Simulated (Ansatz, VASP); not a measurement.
# SnO2 in VASP and in Ansatz

The input INCAR:

```
SYSTEM = SnO2
  ALGO = Normal
  EDIFF = 1E-6
  ENCUT = 520
  GGA = PE
  ISIF = 2
  ISMEAR = -1
  LASPH = .TRUE.
  LCHARG = .TRUE.
  LELF = .TRUE.
  LREAL = .FALSE.
  LVHAR = .TRUE.
  LWAVE = .FALSE.
  NBANDS = 20
  NELM = 100
  PREC = Accurate
  SIGMA = 0.05
```

The input KPOINTS:

```
k-points
0
G
  10 10 10
  0 0 0
```

File POSCAR:

```
SnO2
1.0
    1.6170930752      0.9336291223      4.8005925840
   -1.6170930752      0.9336291223      4.8005925840
    0.0000000000     -1.8672582446      4.8005925840
Sn O
1 2
Direct
    0.5169490000      0.4971150000      0.4993180000
    0.7802240000      0.7687570000      0.7455410000
    0.2289700000      0.2543820000      0.2329610000
```

input.yaml

```yaml
crystal:
  lattice:
    - [1.6170930752, 0.9336291223, 4.800592584]
    - [-1.6170930752, 0.9336291223, 4.800592584]
    - [0.0, -1.8672582446, 4.800592584]
  atoms:
    - { symbol: Sn, position: [0.516949, 0.497115, 0.499318] }
    - { symbol: O, position: [0.780224, 0.768757, 0.745541] }
    - { symbol: O, position: [0.22897, 0.254382, 0.232961] }
kpoints:
  mp_grid: { grid: [10, 10, 10] }
scf:
  occupations: { method: fermi_dirac, width: 0.05 }
hamiltonian:
  xc: pbe
  pseudopotentials: { kind: all_electron, lapw: { basis_error: 0.001 } }
output:
  forces: true
  stress: true
  eigenvalues: true
  populations: true
```

Change from the starting cell: atoms moved at random, drawn with an rms of 0.05 Å.

Alike in both runs: task single point; functional PBE; k mesh 10 × 10 × 10; occupations fermi-dirac, width 0.05 eV; no spin polarisation.

|  | VASP | Ansatz |
| --- | --- | --- |
| version | VASP 6.6.1 | Ansatz 0.2.0 |
| potentials or method | VASP PAW PBE potentials, release 64 (Sn_d, O), cutoff 520 eV | all-electron LAPW, scalar-relativistic |

VASP gave:

- gap on the k mesh at the Fermi level (eV): 1.89
- least direct gap on the mesh (eV): 2.03
- pressure (GPa): 0.6
- traceless stress, the component that is largest in VASP (GPa): 2.43
- rms of the force components (eV/Å): 0.465

Q: What did Ansatz give for the same quantities?

A: gap on the k mesh at the Fermi level (eV): 1.92; least direct gap on the mesh (eV): 2.06; pressure (GPa): 0.1; traceless stress, the component that is largest in VASP (GPa): 2.39; rms of the force components (eV/Å): 0.458.

Atom by atom the forces differ by 0.027 eV/Å (rms over components). Ansatz ran all-electron here, and VASP with PAW potentials.
